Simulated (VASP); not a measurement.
# Na (P1) in VASP: single point with PBE

Aim: the single point of Na with PBE.

Program: VASP 6.6.1. These are calculated values, not measurements. Logs are shortened: lines on timing, memory, paths and dates and some standing lists are left out, and cuts for length are marked.

### 1 The cell of the first run

The typed cell holds 6 atoms: a = 7.156 Å, b = 6.431 Å, c = 7.158 Å, α = 64.70°, β = 53.22°, γ = 91.27°.

The cell was generated, and may not be a known phase.

### 2 Single point, PBE

Contents of INCAR:

```
SYSTEM = Na
ALGO     = Fast           ! electronic algorithm
EDIFF    = 1E-7           ! SCF threshold, eV
ENCUT    = 520            ! plane-wave cutoff, eV
GGA      = PE             ! functional
ISIF     = 2              ! what is computed and relaxed
ISMEAR   = 0              ! smearing method
LASPH    = .True.         ! aspherical terms in the spheres
LCHARG   = .False.        ! write CHGCAR
LREAL    = .False.        ! projectors in reciprocal space
LWAVE    = .False.        ! write WAVECAR
NBANDS   = 30             ! bands
NELM     = 80             ! most SCF steps
PREC     = Accurate       ! precision mode
SIGMA    = 0.1            ! smearing width, eV
```

Contents of KPOINTS:

```
k-points
0
Gamma
  4 4 4
  0 0 0
```

Contents of POSCAR:

```
Na
1.0
    7.0301737521      0.9674674810      0.9213800838
   -0.9842261830      6.3499957759     -0.2644780550
    3.1606823441      3.8038116425      5.1747117710
Na
6
Direct
    0.5427405176      0.1165898080      0.5658121415
    0.3901677802     -0.0388022188      0.2171358775
    0.2082730072      0.4502642001     -0.1008458906
    1.0579579521      0.2941634854      0.5501940275
   -0.1242827087      0.7831879511      0.2318133577
    0.7237631302      0.6275151058     -0.1170457348
```

Potentials or basis: VASP PAW PBE potentials, release 64 (Na_pv).

On the command line:

```sh
cat potpaw_PBE.64/Na_pv/POTCAR > POTCAR
mpirun -np 1 vasp_std > vasp.out
```

OUTCAR:

```text
SYSTEM = Na
   EDIFF = 1E-7
   ENCUT = 520
   GGA = PE
   ISIF = 2
   ISMEAR = 0
   LASPH = .True.
   LREAL = .False.
   NELM = 80
   PREC = Accurate

 ion  position               nearest neighbor table
   1  0.543  0.117  0.566-
   2  0.390  0.961  0.217-
   3  0.208  0.450  0.899-
   4  0.058  0.294  0.550-
   5  0.876  0.783  0.232-
   6  0.724  0.628  0.883-

  LATTYP: Found a triclinic cell.
 ALAT       =     7.1579702294
 B/A-ratio  =     1.3292510803
 C/A-ratio  =     0.8957290916
 COS(alpha) =     0.0025264310
 COS(beta)  =     0.4481724313
 COS(gamma) =     0.7391813544

  Lattice vectors:

 A1 = (   3.1606823441,   3.8038116425,   5.1747117710)
 A2 = (   6.0459475691,   7.3174632569,   0.6569020288)
 A3 = (  -3.8694914080,   2.8363441615,   4.2533316872)

Analysis of symmetry for initial positions (statically):
=====================================================================
 Subroutine PRICEL returns:
 Original cell was already a primitive cell.

 Routine SETGRP: Setting up the symmetry group for a
 triclinic supercell.

 Subroutine GETGRP returns: Found  1 space group operations
 (whereof  1 operations were pure point group operations)
 out of a pool of  2 trial point group operations.

The static configuration has the point symmetry C_1 .

Analysis of symmetry for dynamics (positions and initial velocities):
=====================================================================
 Subroutine PRICEL returns:
 Original cell was already a primitive cell.

 Routine SETGRP: Setting up the symmetry group for a
 triclinic supercell.

 Subroutine GETGRP returns: Found  1 space group operations
 (whereof  1 operations were pure point group operations)
 out of a pool of  2 trial point group operations.

The dynamic configuration has the point symmetry C_1 .

 Subroutine INISYM returns: Found  1 space group operations
 (whereof  1 operations are pure point group operations),
 and found     1 'primitive' translations

----------------------------------------------------------------------------------------

                                     Primitive cell

[... 96 lines left out ...]
   ENCUT  =  520.0 eV  38.22 Ry    6.18 a.u.  13.31 11.96 13.31*2*pi/ulx,y,z
   NELM   =     80;   NELMIN=  2; NELMDL= -5     # of ELM steps
   EDIFF  = 0.1E-06   stopping-criterion for ELM
   LREAL  =      F    real-space projection
   EDIFFG = 0.1E-05   stopping-criterion for IOM
   NSW    =      0    number of steps for IOM
   IBRION =     -1    ionic relax: 0-MD 1-quasi-New 2-CG
   NFREE  =      0    steps in history (QN), initial steepest desc. (CG)
   ISIF   =      2    stress and relaxation
   ISYM   =      2    0-nonsym 1-usesym 2-fastsym
   POTIM  = 0.5000    time-step for ionic-motion
   TEBEG  =    0.0;   TEEND  =   0.0 temperature during run
   PSTRESS=    0.0 pullay stress
   NELECT =      42.0000    total number of electrons
   NUPDOWN=      -1.0000    fix difference up-down
   EMIN   =  10.00;   EMAX   =-10.00  energy-range for DOS
   EFERMI =   0.00;   METHOD = LEGACY
   ISMEAR =     0;   SIGMA  =   0.10  broadening in eV -4-tet -1-fermi 0-gaus
   EFERMI_NEDOS =   21; number of points for ismear=-14 and -15
   IALGO  =     68    algorithm
   IMIX   =      4    mixing-type and parameters
     AMIX     =   0.40;   BMIX     =  1.00
     AMIX_MAG =   1.60;   BMIX_MAG =  1.00
  volume/ion in A,a.u.               =      36.71       247.73
  Fermi-wavevector in a.u.,A,eV,Ry     =   0.942284  1.780658 12.080590  0.887898
  Thomas-Fermi vector in A             =   2.069878
   LORBIT       =      0    0 simple, 1 ext, 2 COOP (PROOUT), +10 PAW based schemes
   GGA     = PE    functional components
   LHFCALC =     F    Hartree Fock is set to
   AEXX    =    0.0000 exact exchange contribution
   IVDW    =     0    specifies the selected vdW correction
   LEPSILON=     F    determine dielectric tensor
   LRPA    =     F    only Hartree local field effects (RPA)
 non-spin polarized calculation
 RMM-DIIS sequential band-by-band and
 Gauss-broadening in eV      SIGMA  =   0.10
  energy-cutoff  :      520.00
  volume of cell :      220.26
 maximum number of plane-waves:      5950
 NGX is ok and might be reduce to    54
   NGX = 27   NGY = 23   NGZ = 27

 number of electron      41.9999983 magnetization

 Free energy of the ion-electron system (eV)
  ---------------------------------------------------
  ext. energy  EPLUGINS =         0.00000000
  ---------------------------------------------------
  free energy    TOTEN  =        -7.92273732 eV

  energy without entropy =       -7.91796956  energy(sigma->0) =       -7.92035344

 E-fermi :   0.3207     XC(G=0):  -6.5270

 val. band max:        0.2724902029   @ k =  -0.0000  -0.2500   0.2500
 cond. band min:       0.4342251229   @ k =   0.5000   0.2500   0.2500
 fundamental gap:      0.1617349200
 Fermi energy:         0.3207254282

 k-point     1 :       0.0000    0.0000    0.0000
  band No.  band energies     occupation
      1     -24.5661      2.00000
      2     -24.5610      2.00000
      3     -24.5610      2.00000
      4     -24.5599      2.00000
      5     -24.5598      2.00000
      6     -24.5576      2.00000
[... 781 lines left out ...]
     29       4.1499      0.00000
     30       4.4687      0.00000

 [... further k-points ...]

------------------------ aborting loop because EDIFF is reached ----------------------------------------

  FORCE on cell =-STRESS in cart. coord.  units (eV):
  Direction    XX          YY          ZZ          XY          YZ          ZX
  --------------------------------------------------------------------------------------
  -------------------------------------------------------------------------------------
  Total        0.1559156     -0.0367595     -0.0467191      0.1432069      0.1921729      0.0420600
  in kB        1.1341521     -0.2673941     -0.3398412      1.0417071      1.3978926      0.3059506
  external PRESSURE =       0.1756390 kB  Pullay stress =       0.0000000 kB

 VOLUME and BASIS-vectors are now :
 -----------------------------------------------------------------------------
  energy-cutoff  :      520.00
  volume of cell :      220.26
      direct lattice vectors                 reciprocal lattice vectors
     7.030173752  0.967467481  0.921380084     0.153754406  0.019328164 -0.108119941
    -0.984226183  6.349995776 -0.264478055    -0.006817544  0.151945200 -0.107527309
     3.160682344  3.803811642  5.174711771    -0.027725088  0.004324412  0.207003017

 POSITION                                       TOTAL-FORCE (eV/Angst)
 -----------------------------------------------------------------------------------
      5.48916      3.41767      3.39715         0.003090      0.001288     -0.007809
      2.48321      7.30702      1.22889        -0.002537     -0.002378      0.006233
      3.86297      6.48089      4.72568         0.006840     -0.000526     -0.007952
      1.85692      4.01684      2.82270        -0.006365     -0.000794      0.007223
      6.11830      6.70224      1.79930         0.003150      0.002062     -0.006353
      7.26130      8.04353      5.06993        -0.004178      0.000349      0.008658
 -----------------------------------------------------------------------------------
    total drift:                                0.001098     -0.000142      0.000797

  FREE ENERGIE OF THE ION-ELECTRON SYSTEM (eV)
  ---------------------------------------------------
  free  energy   TOTEN  =        -7.9227373164 eV

  energy  without entropy=       -7.9179695622  energy(sigma->0) =       -7.92035344
```

stdout:

```text
POSCAR found type information on POSCAR Na
 POSCAR found :  1 types and       6 ions
 scaLAPACK will be used
 LDA part: xc-table for (Slater+PW92), standard interpolation
 POSCAR, INCAR and KPOINTS ok, starting setup
 FFT: planning ... GRIDC
 FFT: planning ... GRID_SOFT
 FFT: planning ... GRID
 WAVECAR not read
 entering main loop
```

It took 2.3 min on 1 thread of Intel Xeon 6975P-C (Granite Rapids), shared host; peak memory 0.43 GiB.

What came out:

```
Free energy            : -7.9227 eV
Pressure               : 0.0 GPa
Largest force          : 0.011 eV/Å
Band gap on the k mesh : zero (bands 21 and 22 overlap by 2.50 eV)
```

Forces on the atoms (eV/Å):
```
Na   0.003  0.001 -0.008
Na  -0.003 -0.002  0.006
Na   0.007 -0.001 -0.008
Na  -0.006 -0.001  0.007
Na   0.003  0.002 -0.006
Na  -0.004  0.000  0.009
```

Levels at points of the mesh, in eV from the Fermi level:
```tsv
k point	band 17	band 18	band 19	band 20	band 21	band 22	band 23	band 24	band 25	band 26
(0.00, 0.00, 0.00)	-24.85	-24.85	-3.26	0.50	0.88	1.78	1.78	1.95	1.95	2.00
(0.50, 0.00, 0.00)	-24.86	-24.86	-1.89	-1.89	0.63	0.63	1.02	1.19	1.51	1.69
(0.00, 0.50, 0.00)	-24.86	-24.86	-1.93	-1.93	0.77	0.77	1.12	1.12	1.62	1.62
(0.50, 0.50, 0.00)	-24.86	-24.86	-1.60	-1.60	-0.24	-0.24	0.32	0.48	3.84	3.85
(0.00, 0.00, 0.50)	-24.86	-24.86	-1.59	-1.59	-0.23	-0.23	0.31	0.44	3.82	3.82
(0.50, 0.00, 0.50)	-24.86	-24.86	-2.25	-2.25	1.49	1.50	1.68	1.68	1.75	1.75
(0.00, 0.50, 0.50)	-24.86	-24.86	-1.90	-1.90	0.62	0.62	1.06	1.21	1.53	1.70
(0.50, 0.50, 0.50)	-24.86	-24.86	-1.54	-1.54	-0.36	-0.36	0.33	0.45	3.87	3.91
```

The gap in the log of VASP goes by the Fermi energy; the results here count the filled bands.